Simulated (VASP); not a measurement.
Here is a VASP 6.6.1 calculation.

INCAR

```
SYSTEM = KNa2Rh
PREC = Accurate
ENCUT = 520
EDIFF = 1E-6
ISMEAR = 0
SIGMA = 0.1
LREAL = .False.
LASPH = .True.
NELM = 100
ALGO = Normal
ISIF = 2
LWAVE = .False.
LCHARG = .False.
GGA = PE
NBANDS = 27
```

File KPOINTS:

```
regular mesh
0
Gamma
  6 6 2
  0 0 0
```

POSCAR

```
KNa2Rh
1.0
    3.6575862999      0.0000000000      0.0000000000
    0.0000000000      3.6575862999      0.0000000000
    0.0000000000      0.0000000000      9.1455155540
K Na Rh
1 2 1
Direct
    0.5000000000      0.5000000000      0.5000000000
    0.0000000000      0.0000000000      0.8381425055
    0.0000000000      0.0000000000      0.1618574945
    0.5000000000      0.5000000000      0.0000000000
```

Potentials or basis: VASP PAW PBE potentials, release 64 (K_sv, Na_pv, Rh_pv).

Launch:

```bash
$ cat potpaw_PBE.64/K_sv/POTCAR potpaw_PBE.64/Na_pv/POTCAR potpaw_PBE.64/Rh_pv/POTCAR > POTCAR
$ mpirun -np 1 vasp_std > vasp.out
```

Q: Estimate the band gap on the k mesh.

A: Zero (band 19 reaches 2.43 eV, above the bottom of band 20 at 1.30 eV).

Q: Predict the largest force.

A: 0.007 eV/Å.

Q: Predict the pressure.

A: -0.2 GPa.

Forces in eV/Å, atoms in the order of the input:
```
K    0.000  0.000  0.000
Na   0.000  0.000 -0.007
Na   0.000  0.000  0.007
Rh   0.000  0.000  0.000
```
